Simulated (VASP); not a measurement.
# Ni (Im-3m) in VASP: further runs

Ni is run at these levels: r2SCAN; tasks: single point.

Program: VASP 6.6.1. These are calculated values, not measurements. Logs are shortened: lines on timing, memory, paths and dates and some standing lists are left out, and cuts for length are marked.

**1. The cell of the first run**

Symmetry: Im-3m, No. 229, cubic system. The conventional cell has a = 2.756 Å, b = 2.756 Å, c = 2.756 Å, α = 90.00°, β = 90.00°, γ = 90.00°. Ni (site symmetry m-3m) has 14 Ni at 2.39 to 2.76 Å within 3.2 Å.

**2. Single point, r2SCAN**

POSCAR

```
Ni
1.0
   -1.3779765466      1.3779765466      1.3779765466
    1.3779765466     -1.3779765466      1.3779765466
    1.3779765466      1.3779765466     -1.3779765466
Ni
1
Direct
    0.0000000000      0.0000000000      0.0000000000
```

INCAR.step1

```
SYSTEM = Ni
PREC     = Accurate       ! precision mode
ENCUT    = 520            ! plane-wave cutoff, eV
ISMEAR   = -1             ! smearing method
SIGMA    = 0.1            ! smearing width, eV
LREAL    = .FALSE.        ! projectors in reciprocal space
LASPH    = .TRUE.         ! aspherical terms in the spheres
NELM     = 80             ! most SCF steps
NBANDS   = 11             ! bands
GGA      = PE             ! functional
ALGO     = Normal         ! electronic algorithm
EDIFF    = 1E-4           ! SCF threshold, eV
LWAVE    = .TRUE.         ! write WAVECAR
LCHARG   = .FALSE.        ! write CHGCAR
```

INCAR.step2

```
SYSTEM = Ni
PREC     = Accurate       ! precision mode
ENCUT    = 520            ! plane-wave cutoff, eV
EDIFF    = 1E-7           ! SCF threshold, eV
ISMEAR   = -1             ! smearing method
SIGMA    = 0.1            ! smearing width, eV
LREAL    = .FALSE.        ! projectors in reciprocal space
LASPH    = .TRUE.         ! aspherical terms in the spheres
NELM     = 80             ! most SCF steps
ALGO     = Normal         ! electronic algorithm
ISIF     = 2              ! what is computed and relaxed
LWAVE    = .FALSE.        ! write WAVECAR
LCHARG   = .FALSE.        ! write CHGCAR
METAGGA  = R2SCAN         ! meta-GGA
LMIXTAU  = .TRUE.       
NBANDS   = 11             ! bands
ISTART   = 1
```

KPOINTS

```
Automatic mesh
0
G
  16 16 16
  0 0 0
```

Potentials or basis: VASP PAW PBE potentials, release 64 (Ni).

The run is started by

```
$ cat potpaw_PBE.64/Ni/POTCAR > POTCAR
$ cp INCAR.step1 INCAR
$ mpirun -np 1 vasp_std > vasp.out
$ cp INCAR.step2 INCAR
$ mpirun -np 1 vasp_std > vasp.out
```

OUTCAR:

```text
SYSTEM = Ni
   PREC = Accurate
   ENCUT = 520
   EDIFF = 1E-7
   ISMEAR = -1
   LREAL = .FALSE.
   LASPH = .TRUE.
   NELM = 80
   ISIF = 2
   METAGGA = R2SCAN
   ISTART = 1

 ion  position               nearest neighbor table
   1  0.000  0.000  0.000-

  LATTYP: Found a body centered cubic cell.
 ALAT       =     2.7559530932

  Lattice vectors:

 A1 = (  -1.3779765466,   1.3779765466,   1.3779765466)
 A2 = (   1.3779765466,  -1.3779765466,   1.3779765466)
 A3 = (   1.3779765466,   1.3779765466,  -1.3779765466)

Analysis of symmetry for initial positions (statically):
=====================================================================
 Subroutine PRICEL returns:
 Original cell was already a primitive cell.

 Routine SETGRP: Setting up the symmetry group for a
 body centered cubic supercell.

 Subroutine GETGRP returns: Found 48 space group operations
 (whereof 48 operations were pure point group operations)
 out of a pool of 48 trial point group operations.

The static configuration has the point symmetry O_h .

Analysis of symmetry for dynamics (positions and initial velocities):
=====================================================================
 Subroutine PRICEL returns:
 Original cell was already a primitive cell.

 Routine SETGRP: Setting up the symmetry group for a
 body centered cubic supercell.

 Subroutine GETGRP returns: Found 48 space group operations
 (whereof 48 operations were pure point group operations)
 out of a pool of 48 trial point group operations.

The dynamic configuration has the point symmetry O_h .

 Subroutine INISYM returns: Found 48 space group operations
 (whereof 48 operations are pure point group operations),
 and found     1 'primitive' translations

----------------------------------------------------------------------------------------

                                     Primitive cell

  volume of cell :      10.4661

  direct lattice vectors                    reciprocal lattice vectors
    -1.377976547  1.377976547  1.377976547     0.000000000  0.362850878  0.362850878
     1.377976547 -1.377976547  1.377976547     0.362850878  0.000000000  0.362850878
     1.377976547  1.377976547 -1.377976547     0.362850878  0.362850878  0.000000000

  length of vectors
     2.386725390  2.386725390  2.386725390     0.513148633  0.513148633  0.513148633

  position of ions in fractional coordinates (direct lattice)
     0.000000000  0.000000000  0.000000000

  ion indices of the primitive-cell ions
   primitive index   ion index
                 1           1

----------------------------------------------------------------------------------------

 KPOINTS: Automatic mesh

Automatic generation of k-mesh.
 Grid dimensions read from file:
 generate k-points for:   16   16   16

 Generating k-lattice:

  Cartesian coordinates                     Fractional coordinates (reciprocal lattice)
     0.000000000  0.022678180  0.022678180     0.062500000  0.000000000  0.000000000
     0.022678180  0.000000000  0.022678180     0.000000000  0.062500000  0.000000000
     0.022678180  0.022678180  0.000000000     0.000000000  0.000000000  0.062500000

  Length of vectors
     0.032071790  0.032071790  0.032071790

  Shift w.r.t. Gamma in fractional coordinates (k-lattice)
     0.000000000  0.000000000  0.000000000

 Subroutine IBZKPT returns following result:
 ===========================================

 Found    145 irreducible k-points:

 Following reciprocal coordinates:
            Coordinates               Weight
  0.000000  0.000000  0.000000      1.000000
  0.062500  0.000000  0.000000     12.000000
  0.125000  0.000000  0.000000     12.000000
  0.187500  0.000000  0.000000     12.000000
  0.250000  0.000000  0.000000     12.000000
  0.312500  0.000000  0.000000     12.000000
[... 16 lines left out ...]
  0.187500  0.187500  0.000000     24.000000
  0.250000  0.187500  0.000000     48.000000
 [... further k-points ...]
   k-points           NKPTS =    145   k-points in BZ     NKDIM =    145   number of bands    NBANDS=     11
   number of dos      NEDOS =    301   number of ions     NIONS =      1
   total plane-waves  NPLWV =   5832
   dimension x,y,z NGX =    18 NGY =   18 NGZ =   18
   dimension x,y,z NGXF=    36 NGYF=   36 NGZF=   36
   ions per type =               1
   NGX,Y,Z   is equivalent  to a cutoff of  12.54, 12.54, 12.54 a.u.
   NGXF,Y,Z  is equivalent  to a cutoff of  25.08, 25.08, 25.08 a.u.
 SYSTEM =  Ni
   PREC   = accura    normal or accurate (medium, high low for compatibility)
   ISTART =      1    job   : 0-new  1-cont  2-samecut
   ICHARG =      0    charge: 1-file 2-atom 10-const
   ISPIN  =      1    spin polarized calculation?
   LNONCOLLINEAR =      F non collinear calculations
   LSORBIT =      F    spin-orbit coupling
   LASPH  =      T    aspherical Exc in radial PAW
   ENCUT  =  520.0 eV  38.22 Ry    6.18 a.u.   4.44  4.44  4.44*2*pi/ulx,y,z
   NELM   =     80;   NELMIN=  2; NELMDL=  0     # of ELM steps
   EDIFF  = 0.1E-06   stopping-criterion for ELM
   LREAL  =      F    real-space projection
   EDIFFG = 0.1E-05   stopping-criterion for IOM
   NSW    =      0    number of steps for IOM
   IBRION =     -1    ionic relax: 0-MD 1-quasi-New 2-CG
   NFREE  =      0    steps in history (QN), initial steepest desc. (CG)
   ISIF   =      2    stress and relaxation
   ISYM   =      2    0-nonsym 1-usesym 2-fastsym
   POTIM  = 0.5000    time-step for ionic-motion
   TEBEG  =    0.0;   TEEND  =   0.0 temperature during run
   PSTRESS=    0.0 pullay stress
   NELECT =      10.0000    total number of electrons
   NUPDOWN=      -1.0000    fix difference up-down
   EMIN   =  10.00;   EMAX   =-10.00  energy-range for DOS
   EFERMI =   0.00;   METHOD = LEGACY
   ISMEAR =    -1;   SIGMA  =   0.10  broadening in eV -4-tet -1-fermi 0-gaus
   EFERMI_NEDOS =   21; number of points for ismear=-14 and -15
   IALGO  =     38    algorithm
   IMIX   =      4    mixing-type and parameters
     AMIX     =   0.40;   BMIX     =  1.00
     AMIX_MAG =   1.60;   BMIX_MAG =  1.00
  volume/ion in A,a.u.               =      10.47        70.63
  Fermi-wavevector in a.u.,A,eV,Ry     =   1.612426  3.047042 35.374007  2.599916
  Thomas-Fermi vector in A             =   2.707658
   LORBIT       =      0    0 simple, 1 ext, 2 COOP (PROOUT), +10 PAW based schemes
   METAGGA = R2SCAN    functional components
   LHFCALC =     F    Hartree Fock is set to
   AEXX    =    0.0000 exact exchange contribution
   IVDW    =     0    specifies the selected vdW correction
   LEPSILON=     F    determine dielectric tensor
   LRPA    =     F    only Hartree local field effects (RPA)
 non-spin polarized calculation
  energy-cutoff  :      520.00
  volume of cell :       10.47
 maximum number of plane-waves:       321
 NGX is ok and might be reduce to    18
   NGX =  9   NGY =  9   NGZ =  9

 number of electron      10.0000010 magnetization

 Free energy of the ion-electron system (eV)
  ---------------------------------------------------
  ext. energy  EPLUGINS =         0.00000000
  ---------------------------------------------------
  free energy    TOTEN  =       -11.80563680 eV

  energy without entropy =      -11.74502695  energy(sigma->0) =      -11.77533188

 E-fermi :   9.5213     XC(G=0): -14.6168

 val. band max:        9.5164172659   @ k =  -0.3750   0.4375   0.2500
 cond. band min:       9.5253511028   @ k =  -0.3750   0.5000   0.1875
 fundamental gap:      0.0089338369
 Fermi energy:         9.5213363371

 k-point     1 :       0.0000    0.0000    0.0000
  band No.  band energies     occupation
      1       0.0981      2.00000
      2       7.4940      2.00000
      3       7.4940      2.00000
      4       7.4940      2.00000
      5       8.8252      1.99811
      6       8.8252      1.99811
      7      37.5433      0.00000
      8      37.5433      0.00000
      9      37.5433      0.00000
     10      42.8522      0.00000
     11      42.8522      0.00000

 k-point     2 :       0.0625    0.0000    0.0000
  band No.  band energies     occupation
      1       0.2712      2.00000
      2       7.4524      2.00000
      3       7.4898      2.00000
      4       7.5746      2.00000
      5       8.7839      1.99875
      6       8.8285      1.99804
      7      36.1565      0.00000
      8      37.2214      0.00000
      9      37.3158      0.00000
     10      41.8815      0.00000
     11      42.1648      0.00000

 k-point     3 :       0.1250    0.0000    0.0000
  band No.  band energies     occupation
      1       0.7806      2.00000
      2       7.3347      2.00000
      3       7.4631      2.00000
      4       7.8086      2.00000
      5       8.6911      1.99950
      6       8.8392      1.99782
      7      33.2017      0.00000
      8      36.1278      0.00000
      9      36.7942      0.00000
     10      39.7070      0.00000
     11      40.7948      0.00000

 k-point     4 :       0.1875    0.0000    0.0000
  band No.  band energies     occupation
      1       1.5918      2.00000
      2       7.1615      2.00000
      3       7.3913      2.00000
      4       8.1721      2.00000
      5       8.6209      1.99975
      6       8.8592      1.99734
      7      29.8087      0.00000
      8      34.5749      0.00000
      9      36.2182      0.00000
     10      37.4559      0.00000
     11      39.8419      0.00000

 k-point     5 :       0.2500    0.0000    0.0000
  band No.  band energies     occupation
      1       2.6233      2.00000
      2       6.9616      2.00000
      3       7.3177      2.00000
      4       8.6242      1.99975
      5       8.6255      1.99974
      6       8.8889      1.99642
      7      26.3902      0.00000
      8      33.0326      0.00000
      9      35.4476      0.00000
     10      35.7117      0.00000
     11      39.2721      0.00000
[... 211 lines left out ...]
 k-point    21 :       0.3750    0.1250    0.0000
  band No.  band energies     occupation
      1       5.0631      2.00000
      2       6.5299      2.00000
      3       7.8461      2.00000
      4       8.7717      1.99889
      5       9.2321      1.89494
      6      11.2804      0.00000
      7      18.0635      0.00000
      8      26.4790      0.00000
      9      30.7467      0.00000
     10      36.9352      0.00000
     11      42.5777      0.00000

 k-point    22 :       0.4375    0.1250    0.0000
  band No.  band energies     occupation
      1       5.1100      2.00000
      2       6.4991      2.00000
      3       8.0336      2.00000
      4       8.7840      1.99875
      5       9.3183      1.76785
      6      11.8732      0.00000
      7      16.9473      0.00000
      8      26.2917      0.00000
      9      30.5231      0.00000
     10      36.8831      0.00000
     11      42.5833      0.00000

 k-point    23 :       0.1875    0.1875    0.0000
  band No.  band energies     occupation
      1       4.0405      2.00000
      2       6.7953      2.00000
      3       6.9506      2.00000
      4       8.5466      1.99988
      5       9.0238      1.98628
      6       9.6551      0.41592
      7      25.0976      0.00000
      8      26.0717      0.00000
      9      32.5015      0.00000
     10      37.9809      0.00000
     11      41.6372      0.00000

 k-point    24 :       0.2500    0.1875    0.0000
  band No.  band energies     occupation
      1       4.9047      2.00000
      2       6.6225      2.00000
      3       6.9842      2.00000
      4       8.6257      1.99974
      5       9.0823      1.97551
      6      10.5146      0.00010
      7      22.3229      0.00000
      8      24.6965      0.00000
      9      31.4758      0.00000
     10      38.0943      0.00000
     11      42.1731      0.00000

 [... further k-points ...]
[... 5 lines left out ...]
  --------------------------------------------------------------------------------------
  -------------------------------------------------------------------------------------
  Total        0.0370087      0.0370087      0.0370087     -0.0000000      0.0000000     -0.0000000
  in kB        5.6653771      5.6653771      5.6653771     -0.0000000      0.0000000     -0.0000000
  external PRESSURE =       5.6653771 kB  Pullay stress =       0.0000000 kB

 VOLUME and BASIS-vectors are now :
 -----------------------------------------------------------------------------
  energy-cutoff  :      520.00
  volume of cell :       10.47
      direct lattice vectors                 reciprocal lattice vectors
    -1.377976547  1.377976547  1.377976547     0.000000000  0.362850878  0.362850878
     1.377976547 -1.377976547  1.377976547     0.362850878  0.000000000  0.362850878
     1.377976547  1.377976547 -1.377976547     0.362850878  0.362850878  0.000000000

 POSITION                                       TOTAL-FORCE (eV/Angst)
 -----------------------------------------------------------------------------------
      0.00000      0.00000      0.00000         0.000000     -0.000000     -0.000000
 -----------------------------------------------------------------------------------
    total drift:                                0.000000     -0.000000      0.000000

  FREE ENERGIE OF THE ION-ELECTRON SYSTEM (eV)
  ---------------------------------------------------
  free  energy   TOTEN  =       -11.8056368028 eV

  energy  without entropy=      -11.7450269528  energy(sigma->0) =      -11.77533188
```

Run time: 2 min. Hardware: 1 thread of AMD EPYC 7R43 (Zen 3), shared host; peak memory 0.1 GiB.

Results:

```
Free energy            : -11.8056 eV
Pressure               : 0.6 GPa
Band gap on the k mesh : zero (band 5 reaches 9.95 eV, above the bottom of band 6 at 8.76 eV)
```

Caveat: the PAW data sets were made with another functional, which shifts forces and pressure a little; the run has no spin polarisation, though such a crystal can be magnetic. Spin polarisation is off, so any magnetic state and its effect on volume and gap are missing.

**3. Single point, r2SCAN (volume scaled by 0.88)**

POSCAR

```
Ni
1.0
   -1.3204928376      1.3204928376      1.3204928376
    1.3204928376     -1.3204928376      1.3204928376
    1.3204928376      1.3204928376     -1.3204928376
Ni
1
Direct
    0.0000000000      0.0000000000      0.0000000000
```

INCAR.step1

```
PREC     = Accurate       # precision mode
ENCUT    = 520            # plane-wave cutoff, eV
ISMEAR   = -1             # smearing method
SIGMA    = 0.1            # smearing width, eV
LREAL    = False          # projectors in reciprocal space
LASPH    = True           # aspherical terms in the spheres
NELM     = 80             # most SCF steps
NBANDS   = 11             # bands
GGA      = PE             # functional
ALGO     = Normal         # electronic algorithm
EDIFF    = 1E-4           # SCF threshold, eV
LWAVE    = True           # write WAVECAR
LCHARG   = False          # write CHGCAR
```

INCAR.step2

```
PREC     = Accurate       # precision mode
ENCUT    = 520            # plane-wave cutoff, eV
EDIFF    = 1E-6           # SCF threshold, eV
ISMEAR   = -1             # smearing method
SIGMA    = 0.1            # smearing width, eV
LREAL    = False          # projectors in reciprocal space
LASPH    = True           # aspherical terms in the spheres
NELM     = 80             # most SCF steps
ALGO     = Normal         # electronic algorithm
ISIF     = 2              # what is computed and relaxed
LWAVE    = False          # write WAVECAR
LCHARG   = True           # write CHGCAR
METAGGA  = R2SCAN         # meta-GGA
LMIXTAU  = True         
LELF     = True           # ELF
LVHAR    = True         
NBANDS   = 11             # bands
ISTART   = 1
```

KPOINTS

```
Automatic mesh
0
Gamma
  18 18 18
```

Potentials or basis: VASP PAW PBE potentials, release 64 (Ni).

The run is started by

```
$ cat potpaw_PBE.64/Ni/POTCAR > POTCAR
$ cp INCAR.step1 INCAR
$ mpirun -np 1 vasp_std > vasp.out
$ cp INCAR.step2 INCAR
$ mpirun -np 1 vasp_std > vasp.out
```

It took 1.7 min on 1 thread of AMD EPYC 7R43 (Zen 3), shared host; peak memory 0.1 GiB.

It converged, with:

```
Free energy            : -11.6682 eV
Pressure               : 39.4 GPa
Band gap on the k mesh : zero (band 5 reaches 12.07 eV, above the bottom of band 6 at 10.63 eV)
```

Levels at points of the mesh, in eV from the Fermi level:
```tsv
k point	band 1	band 2	band 3	band 4	band 5	band 6	band 7	band 8	band 9	band 10
(0.00, 0.00, 0.00)	-10.41	-2.44	-2.44	-2.44	-0.83	-0.83	29.39	29.39	29.39	35.71
(0.50, 0.00, 0.00)	-5.60	-3.70	-0.84	-0.61	0.10	0.54	8.41	21.56	23.92	27.37
(0.50, 0.50, 0.50)	-5.30	-5.30	0.24	0.24	0.24	11.53	11.53	11.53	17.93	17.93
```

Caveat: the PAW data sets were made with another functional, which shifts forces and pressure a little; the run has no spin polarisation, though such a crystal can be magnetic. Spin polarisation is off, so any magnetic state and its effect on volume and gap are missing.
